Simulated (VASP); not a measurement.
# Pd (Pm-3m) in VASP: single point with PBEsol

Aim: the single point of Pd with PBEsol.

Everything below comes from runs of VASP 6.6.1. Logs are shortened: lines on timing, memory, paths and dates and some standing lists are left out, and cuts for length are marked.

## Step 1: The cell of the first run

The structure is cubic, space group Pm-3m (No. 221). Conventional cell: a = 2.570 Å, b = 2.570 Å, c = 2.570 Å, α = 90.00°, β = 90.00°, γ = 90.00°. Pd (site symmetry m-3m) has 6 Pd at 2.57 Å within 3.4 Å.

## Step 2: Single point, PBEsol

Contents of INCAR:

```
SYSTEM = Pd
PREC = Accurate
ENCUT = 520
EDIFF = 1E-7
ISMEAR = -1
SIGMA = 0.13605693000000002
LREAL = .FALSE.
LASPH = .TRUE.
NELM = 60
ALGO = Normal
ISIF = 2
LWAVE = .FALSE.
LCHARG = .FALSE.
GGA = PS
NBANDS = 11
```

Contents of KPOINTS:

```
regular mesh
0
G
  13 13 13
  0 0 0
```

Contents of POSCAR:

```
Pd
1.0
    2.5696672241      0.0000000000      0.0000000000
    0.0000000000      2.5696672241      0.0000000000
    0.0000000000      0.0000000000      2.5696672241
Pd
1
Direct
    0.0000000000      0.0000000000      0.0000000000
```

Potentials or basis: VASP PAW PBE potentials, release 64 (Pd).

The run is started by

```console
$ cat potpaw_PBE.64/Pd/POTCAR > POTCAR
$ mpirun -np 1 vasp_std > vasp.out
```

OUTCAR:

```text
SYSTEM = Pd
   PREC = Accurate
   ENCUT = 520
   EDIFF = 1E-7
   ISMEAR = -1
   LREAL = .FALSE.
   LASPH = .TRUE.
   NELM = 60
   ISIF = 2
   GGA = PS

 ion  position               nearest neighbor table
   1  0.000  0.000  0.000-

  LATTYP: Found a simple cubic cell.
 ALAT       =     2.5696672241

  Lattice vectors:

 A1 = (   2.5696672241,   0.0000000000,   0.0000000000)
 A2 = (   0.0000000000,   2.5696672241,   0.0000000000)
 A3 = (   0.0000000000,   0.0000000000,   2.5696672241)

Analysis of symmetry for initial positions (statically):
=====================================================================
 Subroutine PRICEL returns:
 Original cell was already a primitive cell.

 Routine SETGRP: Setting up the symmetry group for a
 simple cubic supercell.

 Subroutine GETGRP returns: Found 48 space group operations
 (whereof 48 operations were pure point group operations)
 out of a pool of 48 trial point group operations.

The static configuration has the point symmetry O_h .

Analysis of symmetry for dynamics (positions and initial velocities):
=====================================================================
 Subroutine PRICEL returns:
 Original cell was already a primitive cell.

 Routine SETGRP: Setting up the symmetry group for a
 simple cubic supercell.

 Subroutine GETGRP returns: Found 48 space group operations
 (whereof 48 operations were pure point group operations)
 out of a pool of 48 trial point group operations.

The dynamic configuration has the point symmetry O_h .

 Subroutine INISYM returns: Found 48 space group operations
 (whereof 48 operations are pure point group operations),
 and found     1 'primitive' translations

----------------------------------------------------------------------------------------

                                     Primitive cell

  volume of cell :      16.9680

  direct lattice vectors                    reciprocal lattice vectors
     2.569667224  0.000000000  0.000000000     0.389155448  0.000000000  0.000000000
     0.000000000  2.569667224  0.000000000     0.000000000  0.389155448  0.000000000
     0.000000000  0.000000000  2.569667224     0.000000000  0.000000000  0.389155448

  length of vectors
     2.569667224  2.569667224  2.569667224     0.389155448  0.389155448  0.389155448

  position of ions in fractional coordinates (direct lattice)
     0.000000000  0.000000000  0.000000000

  ion indices of the primitive-cell ions
   primitive index   ion index
                 1           1

----------------------------------------------------------------------------------------

 KPOINTS: regular mesh

Automatic generation of k-mesh.
 Grid dimensions read from file:
 generate k-points for:   13   13   13

 Generating k-lattice:

  Cartesian coordinates                     Fractional coordinates (reciprocal lattice)
     0.029935034  0.000000000  0.000000000     0.076923077  0.000000000  0.000000000
     0.000000000  0.029935034  0.000000000     0.000000000  0.076923077  0.000000000
     0.000000000  0.000000000  0.029935034     0.000000000  0.000000000  0.076923077

  Length of vectors
     0.029935034  0.029935034  0.029935034

  Shift w.r.t. Gamma in fractional coordinates (k-lattice)
     0.000000000  0.000000000  0.000000000

 Subroutine IBZKPT returns following result:
 ===========================================

 Found     84 irreducible k-points:

 Following reciprocal coordinates:
            Coordinates               Weight
  0.000000  0.000000  0.000000      1.000000
  0.076923  0.000000  0.000000      6.000000
  0.153846  0.000000  0.000000      6.000000
  0.230769  0.000000  0.000000      6.000000
  0.307692  0.000000  0.000000      6.000000
  0.384615  0.000000  0.000000      6.000000
[... 16 lines left out ...]
  0.307692  0.307692  0.000000     12.000000
  0.384615  0.307692  0.000000     24.000000
 [... further k-points ...]
   k-points           NKPTS =     84   k-points in BZ     NKDIM =     84   number of bands    NBANDS=     11
   number of dos      NEDOS =    301   number of ions     NIONS =      1
   total plane-waves  NPLWV =   8000
   dimension x,y,z NGX =    20 NGY =   20 NGZ =   20
   dimension x,y,z NGXF=    40 NGYF=   40 NGZF=   40
   ions per type =               1
   NGX,Y,Z   is equivalent  to a cutoff of  12.94, 12.94, 12.94 a.u.
   NGXF,Y,Z  is equivalent  to a cutoff of  25.88, 25.88, 25.88 a.u.
 SYSTEM =  Pd
   PREC   = accura    normal or accurate (medium, high low for compatibility)
   ISTART =      0    job   : 0-new  1-cont  2-samecut
   ICHARG =      2    charge: 1-file 2-atom 10-const
   ISPIN  =      1    spin polarized calculation?
   LNONCOLLINEAR =      F non collinear calculations
   LSORBIT =      F    spin-orbit coupling
   LASPH  =      T    aspherical Exc in radial PAW
   ENCUT  =  520.0 eV  38.22 Ry    6.18 a.u.   4.78  4.78  4.78*2*pi/ulx,y,z
   NELM   =     60;   NELMIN=  2; NELMDL= -5     # of ELM steps
   EDIFF  = 0.1E-06   stopping-criterion for ELM
   LREAL  =      F    real-space projection
   EDIFFG = 0.1E-05   stopping-criterion for IOM
   NSW    =      0    number of steps for IOM
   IBRION =     -1    ionic relax: 0-MD 1-quasi-New 2-CG
   NFREE  =      0    steps in history (QN), initial steepest desc. (CG)
   ISIF   =      2    stress and relaxation
   ISYM   =      2    0-nonsym 1-usesym 2-fastsym
   POTIM  = 0.5000    time-step for ionic-motion
   TEBEG  =    0.0;   TEEND  =   0.0 temperature during run
   PSTRESS=    0.0 pullay stress
   NELECT =      10.0000    total number of electrons
   NUPDOWN=      -1.0000    fix difference up-down
   EMIN   =  10.00;   EMAX   =-10.00  energy-range for DOS
   EFERMI =   0.00;   METHOD = LEGACY
   ISMEAR =    -1;   SIGMA  =   0.14  broadening in eV -4-tet -1-fermi 0-gaus
   EFERMI_NEDOS =   21; number of points for ismear=-14 and -15
   IALGO  =     38    algorithm
   IMIX   =      4    mixing-type and parameters
     AMIX     =   0.40;   BMIX     =  1.00
     AMIX_MAG =   1.60;   BMIX_MAG =  1.00
  volume/ion in A,a.u.               =      16.97       114.51
  Fermi-wavevector in a.u.,A,eV,Ry     =   1.372560  2.593762 25.632294  1.883920
  Thomas-Fermi vector in A             =   2.498156
   LORBIT       =      0    0 simple, 1 ext, 2 COOP (PROOUT), +10 PAW based schemes
   GGA     = PS    functional components
   LHFCALC =     F    Hartree Fock is set to
   AEXX    =    0.0000 exact exchange contribution
   IVDW    =     0    specifies the selected vdW correction
   LEPSILON=     F    determine dielectric tensor
   LRPA    =     F    only Hartree local field effects (RPA)
 non-spin polarized calculation
  energy-cutoff  :      520.00
  volume of cell :       16.97
 maximum number of plane-waves:       466
 NGX is ok and might be reduce to    20
   NGX =  9   NGY =  9   NGZ =  9

 number of electron      10.0000001 magnetization

 Free energy of the ion-electron system (eV)
  ---------------------------------------------------
  ext. energy  EPLUGINS =         0.00000000
  ---------------------------------------------------
  free energy    TOTEN  =        -5.41042025 eV

  energy without entropy =       -5.33184769  energy(sigma->0) =       -5.37113397

 E-fermi :   7.7482     XC(G=0): -12.4068

 val. band max:        7.7363213276   @ k =   0.0769   0.0000   0.0000
 cond. band min:       7.7609037921   @ k =   0.1538   0.0000   0.0000
 fundamental gap:      0.0245824645
 Fermi energy:         7.7482216300

 k-point     1 :       0.0000    0.0000    0.0000
  band No.  band energies     occupation
      1       1.3529      2.00000
      2       2.8639      2.00000
      3       2.8639      2.00000
      4       7.7275      1.07606
      5       7.7275      1.07606
      6       7.7275      1.07606
      7      24.4234      0.00000
      8      24.4234      0.00000
      9      24.4234      0.00000
     10      31.0176      0.00000
     11      31.0326      0.00000

 k-point     2 :       0.0769    0.0000    0.0000
  band No.  band energies     occupation
      1       1.5105      2.00000
      2       2.8914      2.00000
      3       2.9945      2.00000
      4       7.6166      1.44924
      5       7.6166      1.44924
      6       7.7363      1.04370
      7      23.2087      0.00000
      8      24.6889      0.00000
      9      24.6889      0.00000
     10      30.5837      0.00000
     11      31.0583      0.00000

 k-point     3 :       0.1538    0.0000    0.0000
  band No.  band energies     occupation
      1       1.9239      2.00000
      2       2.9683      2.00000
      3       3.4186      2.00000
      4       7.3213      1.91686
      5       7.3213      1.91686
      6       7.7609      0.95343
      7      20.9026      0.00000
      8      25.4404      0.00000
      9      25.4404      0.00000
     10      29.5557      0.00000
     11      30.9813      0.00000

 k-point     4 :       0.2308    0.0000    0.0000
  band No.  band energies     occupation
      1       2.4375      2.00000
      2       3.0792      2.00000
      3       4.2076      2.00000
      4       6.9311      1.99508
      5       6.9311      1.99508
      6       7.7958      0.82699
      7      18.5022      0.00000
      8      26.5655      0.00000
      9      26.5655      0.00000
     10      28.3686      0.00000
     11      30.7511      0.00000
[... 239 lines left out ...]
 k-point    22 :       0.4615    0.2308    0.0000
  band No.  band energies     occupation
      1       3.6789      2.00000
      2       3.9967      2.00000
      3       5.3968      2.00000
      4       6.2150      1.99997
      5       7.1696      1.97194
      6      10.1289      0.00000
      7      13.3002      0.00000
      8      23.7141      0.00000
      9      25.5436      0.00000
     10      28.8878      0.00000
     11      33.0484      0.00000

 k-point    23 :       0.3077    0.3077    0.0000
  band No.  band energies     occupation
      1       3.5368      2.00000
      2       3.8876      2.00000
      3       5.9367      2.00000
      4       6.6752      1.99925
      5       6.7866      1.99830
      6       7.9260      0.42620
      7      17.1294      0.00000
      8      20.1996      0.00000
      9      26.8290      0.00000
     10      30.6936      0.00000
     11      31.3265      0.00000

 k-point    24 :       0.3846    0.3077    0.0000
  band No.  band energies     occupation
      1       3.5030      2.00000
      2       3.7792      2.00000
      3       6.4411      1.99987
      4       6.4468      1.99986
      5       6.7902      1.99825
      6       9.3146      0.00002
      7      15.4817      0.00000
      8      20.7570      0.00000
      9      25.2403      0.00000
     10      30.1545      0.00000
     11      32.5108      0.00000

 [... further k-points ...]

------------------------ aborting loop because EDIFF is reached ----------------------------------------

  FORCE on cell =-STRESS in cart. coord.  units (eV):
  Direction    XX          YY          ZZ          XY          YZ          ZX
  --------------------------------------------------------------------------------------
  -------------------------------------------------------------------------------------
  Total       -0.0877562     -0.0877562     -0.0877562      0.0000000     -0.0000000      0.0000000
  in kB       -8.2862443     -8.2862443     -8.2862443      0.0000000     -0.0000000      0.0000000
  external PRESSURE =      -8.2862443 kB  Pullay stress =       0.0000000 kB

 VOLUME and BASIS-vectors are now :
 -----------------------------------------------------------------------------
  energy-cutoff  :      520.00
  volume of cell :       16.97
      direct lattice vectors                 reciprocal lattice vectors
     2.569667224  0.000000000  0.000000000     0.389155448  0.000000000  0.000000000
     0.000000000  2.569667224  0.000000000     0.000000000  0.389155448  0.000000000
     0.000000000  0.000000000  2.569667224     0.000000000  0.000000000  0.389155448

 POSITION                                       TOTAL-FORCE (eV/Angst)
 -----------------------------------------------------------------------------------
      0.00000      0.00000      0.00000         0.000000      0.000000      0.000000
 -----------------------------------------------------------------------------------
    total drift:                               -0.000000      0.000000     -0.000000

  FREE ENERGIE OF THE ION-ELECTRON SYSTEM (eV)
  ---------------------------------------------------
  free  energy   TOTEN  =        -5.4104202508 eV

  energy  without entropy=       -5.3318476946  energy(sigma->0) =       -5.37113397
```

It took 12 s on 1 thread of AMD EPYC 9R45 (Zen 5), shared host; peak memory 0.1 GiB.

Results:

| Item | Value |
| --- | --- |
| Free energy | -5.4104 eV |
| Pressure | -0.8 GPa |
| Band gap on the k mesh | zero (band 5 reaches 8.87 eV, above the bottom of band 6 at 7.06 eV) |

Caveat: the PAW data sets were made with another functional, which shifts forces and pressure a little.
